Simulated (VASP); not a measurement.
# La2LuN3 (P4/mmm) in VASP: notebook

La2LuN3 is run at these levels: PBE; tasks: single point.

Program: VASP 6.6.1. These are calculated values, not measurements. Logs are shortened: lines on timing, memory, paths and dates and some standing lists are left out, and cuts for length are marked.

## (1) The cell of the first run

The structure is tetragonal, space group P4/mmm (No. 123). Conventional cell: a = 4.490 Å, b = 4.490 Å, c = 5.972 Å, α = 90.00°, β = 90.00°, γ = 90.00°. La (site symmetry 4mm) has 1 N at 1.72 Å within 2.3 Å. Lu (site symmetry 4/mmm) has 2 N at 1.67 Å within 2.2 Å. N (site symmetry 4mm) has 1 Lu at 1.67 Å within 2.2 Å. Within 2.3 Å of N (site symmetry 4/mmm) lie 2 La at 1.72 Å.

## (2) Single point, PBE

Contents of INCAR:

```
ALGO = Normal
EDIFF = 1E-6
ENCUT = 520
GGA = PE
ISIF = 2
ISMEAR = 0
LASPH = True
LCHARG = False
LREAL = False
LWAVE = False
NBANDS = 40
NELM = 100
PREC = Accurate
SIGMA = 0.1
```

Contents of KPOINTS:

```
k-points
0
Gamma
  4 4 4
```

Contents of POSCAR:

```
La2LuN3
1.0
    4.4903473000      0.0000000000      0.0000000000
    0.0000000000      4.4903473000      0.0000000000
    0.0000000000      0.0000000000      5.9718632500
La Lu N
2 1 3
Direct
    0.5000000000      0.5000000000      0.2882192900
    0.5000000000      0.5000000000      0.7117807100
    0.0000000000      0.0000000000      0.0000000000
    0.0000000000      0.0000000000      0.7210379700
    0.0000000000      0.0000000000      0.2789620300
    0.5000000000      0.5000000000      0.0000000000
```

Potentials or basis: VASP PAW PBE potentials, release 64 (La, Lu, N).

The run is started by

```bash
cat potpaw_PBE.64/La/POTCAR potpaw_PBE.64/Lu/POTCAR potpaw_PBE.64/N/POTCAR > POTCAR
mpirun -np 1 vasp_std > vasp.out
```

OUTCAR:

```text
EDIFF = 1E-6
   ENCUT = 520
   GGA = PE
   ISIF = 2
   ISMEAR = 0
   LASPH = True
   LREAL = False
   NELM = 100
   PREC = Accurate

 ion  position               nearest neighbor table
   1  0.500  0.500  0.288-   6 1.72   2 2.53   2 3.44   3 3.61   3 3.61   3 3.61   3 3.61
   2  0.500  0.500  0.712-   6 1.72   1 2.53   1 3.44   3 3.61   3 3.61   3 3.61   3 3.61
   3  0.000  0.000  0.000-   4 1.67   5 1.67   1 3.61   2 3.61   1 3.61   2 3.61   1 3.61   2 3.61
                             1 3.61   2 3.61
   4  0.000  0.000  0.721-   3 1.67
   5  0.000  0.000  0.279-   3 1.67
   6  0.500  0.500  0.000-   1 1.72   2 1.72

  LATTYP: Found a simple tetragonal cell.
 ALAT       =     4.4903473000
 C/A-ratio  =     1.3299334887

  Lattice vectors:

 A1 = (   4.4903473000,   0.0000000000,   0.0000000000)
 A2 = (   0.0000000000,   4.4903473000,   0.0000000000)
 A3 = (   0.0000000000,   0.0000000000,   5.9718632500)

Analysis of symmetry for initial positions (statically):
=====================================================================
 Subroutine PRICEL returns:
 Original cell was already a primitive cell.

 Routine SETGRP: Setting up the symmetry group for a
 simple tetragonal supercell.

 Subroutine GETGRP returns: Found 16 space group operations
 (whereof 16 operations were pure point group operations)
 out of a pool of 16 trial point group operations.

The static configuration has the point symmetry D_4h.

Analysis of symmetry for dynamics (positions and initial velocities):
=====================================================================
 Subroutine PRICEL returns:
 Original cell was already a primitive cell.

 Routine SETGRP: Setting up the symmetry group for a
 simple tetragonal supercell.

 Subroutine GETGRP returns: Found 16 space group operations
 (whereof 16 operations were pure point group operations)
 out of a pool of 16 trial point group operations.

The dynamic configuration has the point symmetry D_4h.

 Subroutine INISYM returns: Found 16 space group operations
 (whereof 16 operations are pure point group operations),
 and found     1 'primitive' translations

----------------------------------------------------------------------------------------

                                     Primitive cell

  volume of cell :     120.4120

  direct lattice vectors                    reciprocal lattice vectors
     4.490347300  0.000000000  0.000000000     0.222699923  0.000000000  0.000000000
     0.000000000  4.490347300  0.000000000     0.000000000  0.222699923  0.000000000
     0.000000000  0.000000000  5.971863250     0.000000000  0.000000000  0.167451925

  length of vectors
     4.490347300  4.490347300  5.971863250     0.222699923  0.222699923  0.167451925

  position of ions in fractional coordinates (direct lattice)
     0.500000000  0.500000000  0.288219290
     0.500000000  0.500000000  0.711780710
     0.000000000  0.000000000  0.000000000
     0.000000000  0.000000000  0.721037970
     0.000000000  0.000000000  0.278962030
     0.500000000  0.500000000  0.000000000

  ion indices of the primitive-cell ions
   primitive index   ion index
                 1           1
                 2           2
                 3           3
                 4           4
                 5           5
                 6           6

----------------------------------------------------------------------------------------

 KPOINTS: k-points

Automatic generation of k-mesh.
 Grid dimensions read from file:
 generate k-points for:    4    4    4

 Generating k-lattice:

  Cartesian coordinates                     Fractional coordinates (reciprocal lattice)
     0.055674981  0.000000000  0.000000000     0.250000000  0.000000000  0.000000000
     0.000000000  0.055674981  0.000000000     0.000000000  0.250000000  0.000000000
     0.000000000  0.000000000  0.041862981     0.000000000  0.000000000  0.250000000

  Length of vectors
     0.055674981  0.055674981  0.041862981

  Shift w.r.t. Gamma in fractional coordinates (k-lattice)
     0.000000000  0.000000000  0.000000000

 Subroutine IBZKPT returns following result:
 ===========================================

 Found     18 irreducible k-points:

 Following reciprocal coordinates:
            Coordinates               Weight
  0.000000  0.000000  0.000000      1.000000
  0.250000  0.000000  0.000000      4.000000
  0.500000  0.000000  0.000000      2.000000
  0.250000  0.250000  0.000000      4.000000
  0.500000  0.250000  0.000000      4.000000
  0.500000  0.500000  0.000000      1.000000
[... 10 lines left out ...]
  0.500000  0.250000  0.500000      4.000000
  0.500000  0.500000  0.500000      1.000000
   k-points           NKPTS =     18   k-points in BZ     NKDIM =     18   number of bands    NBANDS=     40
   number of dos      NEDOS =    301   number of ions     NIONS =      6
   total plane-waves  NPLWV =  62208
   dimension x,y,z NGX =    36 NGY =   36 NGZ =   48
   dimension x,y,z NGXF=    72 NGYF=   72 NGZF=   96
   ions per type =               2   1   3
   NGX,Y,Z   is equivalent  to a cutoff of  13.33, 13.33, 13.36 a.u.
   NGXF,Y,Z  is equivalent  to a cutoff of  26.66, 26.66, 26.72 a.u.
 SYSTEM =  unknown system
   PREC   = accura    normal or accurate (medium, high low for compatibility)
   ISTART =      0    job   : 0-new  1-cont  2-samecut
   ICHARG =      2    charge: 1-file 2-atom 10-const
   ISPIN  =      1    spin polarized calculation?
   LNONCOLLINEAR =      F non collinear calculations
   LSORBIT =      F    spin-orbit coupling
   LASPH  =      T    aspherical Exc in radial PAW
   ENCUT  =  520.0 eV  38.22 Ry    6.18 a.u.   8.35  8.35 11.10*2*pi/ulx,y,z
   NELM   =    100;   NELMIN=  2; NELMDL= -5     # of ELM steps
   EDIFF  = 0.1E-05   stopping-criterion for ELM
   LREAL  =      F    real-space projection
   EDIFFG = 0.1E-04   stopping-criterion for IOM
   NSW    =      0    number of steps for IOM
   IBRION =     -1    ionic relax: 0-MD 1-quasi-New 2-CG
   NFREE  =      0    steps in history (QN), initial steepest desc. (CG)
   ISIF   =      2    stress and relaxation
   ISYM   =      2    0-nonsym 1-usesym 2-fastsym
   POTIM  = 0.5000    time-step for ionic-motion
   TEBEG  =    0.0;   TEEND  =   0.0 temperature during run
   PSTRESS=    0.0 pullay stress
   NELECT =      62.0000    total number of electrons
   NUPDOWN=      -1.0000    fix difference up-down
   EMIN   =  10.00;   EMAX   =-10.00  energy-range for DOS
   EFERMI =   0.00;   METHOD = LEGACY
   ISMEAR =     0;   SIGMA  =   0.10  broadening in eV -4-tet -1-fermi 0-gaus
   EFERMI_NEDOS =   21; number of points for ismear=-14 and -15
   IALGO  =     38    algorithm
   IMIX   =      4    mixing-type and parameters
     AMIX     =   0.40;   BMIX     =  1.00
     AMIX_MAG =   1.60;   BMIX_MAG =  1.00
  volume/ion in A,a.u.               =      20.07       135.43
  Fermi-wavevector in a.u.,A,eV,Ry     =   1.312146  2.479596 23.425519  1.721727
  Thomas-Fermi vector in A             =   2.442558
   LORBIT       =      0    0 simple, 1 ext, 2 COOP (PROOUT), +10 PAW based schemes
   GGA     = PE    functional components
   LHFCALC =     F    Hartree Fock is set to
   AEXX    =    0.0000 exact exchange contribution
   IVDW    =     0    specifies the selected vdW correction
   LEPSILON=     F    determine dielectric tensor
   LRPA    =     F    only Hartree local field effects (RPA)
 non-spin polarized calculation
 Gauss-broadening in eV      SIGMA  =   0.10
  energy-cutoff  :      520.00
  volume of cell :      120.41
 maximum number of plane-waves:      3278
 NGX is ok and might be reduce to    36
   NGX = 17   NGY = 17   NGZ = 23

 number of electron      61.9999992 magnetization

 Free energy of the ion-electron system (eV)
  ---------------------------------------------------
  ext. energy  EPLUGINS =         0.00000000
  ---------------------------------------------------
  free energy    TOTEN  =       -28.50733581 eV

  energy without entropy =      -28.48977943  energy(sigma->0) =      -28.49855762

 E-fermi :   6.0509     XC(G=0):  -9.9105

 val. band max:        6.0336941368   @ k =   0.0000   0.0000   0.5000
 cond. band min:       6.0629295991   @ k =   0.2500   0.0000   0.2500
 fundamental gap:      0.0292354623
 Fermi energy:         6.0508802894

 k-point     1 :       0.0000    0.0000    0.0000
  band No.  band energies     occupation
      1     -49.8383      2.00000
      2     -27.1651      2.00000
      3     -25.7666      2.00000
      4     -22.8987      2.00000
      5     -20.2976      2.00000
      6     -20.2976      2.00000
[... 32 lines left out ...]
     39       8.7364      0.00000
     40       9.5992      0.00000

 k-point     2 :       0.2500    0.0000    0.0000
  band No.  band energies     occupation
      1     -49.8382      2.00000
      2     -27.1621      2.00000
      3     -25.7619      2.00000
      4     -22.9010      2.00000
      5     -20.3058      2.00000
      6     -20.2960      2.00000
[... 32 lines left out ...]
     39       8.8082      0.00000
     40       9.4503      0.00000

 k-point     3 :       0.5000    0.0000    0.0000
  band No.  band energies     occupation
      1     -49.8381      2.00000
      2     -27.1590      2.00000
      3     -25.7573      2.00000
      4     -22.9033      2.00000
      5     -20.3140      2.00000
      6     -20.2944      2.00000
[... 32 lines left out ...]
     39       9.3727      0.00000
     40       9.4691      0.00000

 k-point     4 :       0.2500    0.2500    0.0000
  band No.  band energies     occupation
      1     -49.8381      2.00000
      2     -27.1584      2.00000
      3     -25.7580      2.00000
      4     -22.9017      2.00000
      5     -20.3059      2.00000
      6     -20.3042      2.00000
[... 32 lines left out ...]
     39       9.1331      0.00000
     40       9.3971      0.00000
[... 514 lines left out ...]
     39       8.8185      0.00000
     40       9.2835      0.00000

 k-point    17 :       0.5000    0.2500    0.5000
  band No.  band energies     occupation
      1     -49.8380      2.00000
      2     -26.9501      2.00000
      3     -26.0765      2.00000
      4     -22.9041      2.00000
      5     -20.3113      2.00000
      6     -20.3042      2.00000
[... 32 lines left out ...]
     39       8.8031      0.00000
     40       8.9539      0.00000

 k-point    18 :       0.5000    0.5000    0.5000
  band No.  band energies     occupation
      1     -49.8379      2.00000
      2     -26.9466      2.00000
      3     -26.0721      2.00000
      4     -22.9031      2.00000
      5     -20.3140      2.00000
      6     -20.3140      2.00000
[... 32 lines left out ...]
     39       9.1127      0.00000
     40       9.1127      0.00000

------------------------ aborting loop because EDIFF is reached ----------------------------------------

  FORCE on cell =-STRESS in cart. coord.  units (eV):
  Direction    XX          YY          ZZ          XY          YZ          ZX
  --------------------------------------------------------------------------------------
  -------------------------------------------------------------------------------------
  Total       -5.5548481     -5.5548481    115.1557856      0.0000000      0.0000000     -0.0000000
  in kB      -73.9116766    -73.9116766   1532.2394020      0.0000000      0.0000000     -0.0000000
  external PRESSURE =     461.4720163 kB  Pullay stress =       0.0000000 kB

 VOLUME and BASIS-vectors are now :
 -----------------------------------------------------------------------------
  energy-cutoff  :      520.00
  volume of cell :      120.41
      direct lattice vectors                 reciprocal lattice vectors
     4.490347300  0.000000000  0.000000000     0.222699923  0.000000000  0.000000000
     0.000000000  4.490347300  0.000000000     0.000000000  0.222699923  0.000000000
     0.000000000  0.000000000  5.971863250     0.000000000  0.000000000  0.167451925

 POSITION                                       TOTAL-FORCE (eV/Angst)
 -----------------------------------------------------------------------------------
      2.24517      2.24517      1.72121         0.000000     -0.000000      4.693823
      2.24517      2.24517      4.25066         0.000000      0.000000     -4.693823
      0.00000      0.00000      0.00000         0.000000     -0.000000     -0.000000
      0.00000      0.00000      4.30594        -0.000000     -0.000000     -9.970462
      0.00000      0.00000      1.66592         0.000000      0.000000      9.970462
      2.24517      2.24517      0.00000         0.000000     -0.000000     -0.000000
 -----------------------------------------------------------------------------------
    total drift:                                0.000000      0.000000      0.000000

  FREE ENERGIE OF THE ION-ELECTRON SYSTEM (eV)
  ---------------------------------------------------
  free  energy   TOTEN  =       -28.5073358060 eV

  energy  without entropy=      -28.4897794280  energy(sigma->0) =      -28.49855762
```

It took 83 s on 1 thread of AMD EPYC 9R45 (Zen 5), shared host; peak memory 0.27 GiB.

What came out:

| Property | Result |
| --- | --- |
| Free energy | -28.5073 eV |
| Pressure | 46.1 GPa |
| Largest force | 9.970 eV/Å |
| Band gap on the k mesh | zero (band 31 reaches 6.60 eV, above the bottom of band 32 at 5.00 eV) |

Forces in eV/Å, atoms in the order of the input:
```
La   0.000  0.000  4.694
La   0.000  0.000 -4.694
Lu   0.000  0.000  0.000
N    0.000  0.000 -9.970
N    0.000  0.000  9.970
N    0.000  0.000  0.000
```

Stress tensor (GPa, compression positive):
```
 -7.39   0.00   0.00
  0.00  -7.39   0.00
  0.00   0.00 153.22
```

Levels at points of the mesh, in eV from the Fermi level:
| k point | band 28 | band 29 | band 30 | band 31 | band 32 | band 33 | band 34 | band 35 |
| --- | --- | --- | --- | --- | --- | --- | --- | --- |
| (0.00, 0.00, 0.00) | -1.89 | -1.75 | -1.75 | -1.25 | -0.76 | 1.15 | 1.26 | 1.27 |
| (0.50, 0.00, 0.00) | -3.21 | -2.41 | -0.32 | 0.49 | 1.25 | 1.42 | 1.56 | 1.68 |
| (0.50, 0.50, 0.00) | -2.08 | -2.08 | -0.49 | 0.51 | 0.95 | 0.95 | 1.27 | 2.17 |
| (0.00, 0.00, 0.50) | -2.74 | -1.31 | -1.26 | -1.26 | -0.67 | -0.02 | 0.30 | 0.46 |
| (0.50, 0.00, 0.50) | -2.37 | -2.20 | -1.76 | -0.45 | 0.57 | 0.99 | 1.13 | 1.79 |
| (0.50, 0.50, 0.50) | -2.29 | -1.50 | -1.50 | -0.19 | -0.19 | 0.78 | 1.09 | 1.34 |

Caveat: spin-orbit coupling is left out, which moves the levels of the heavy elements; forces of over 1 eV/Å act on the atoms, so gaps and moduli don't describe the material at rest.

(Part 1 of 2 ends here.)
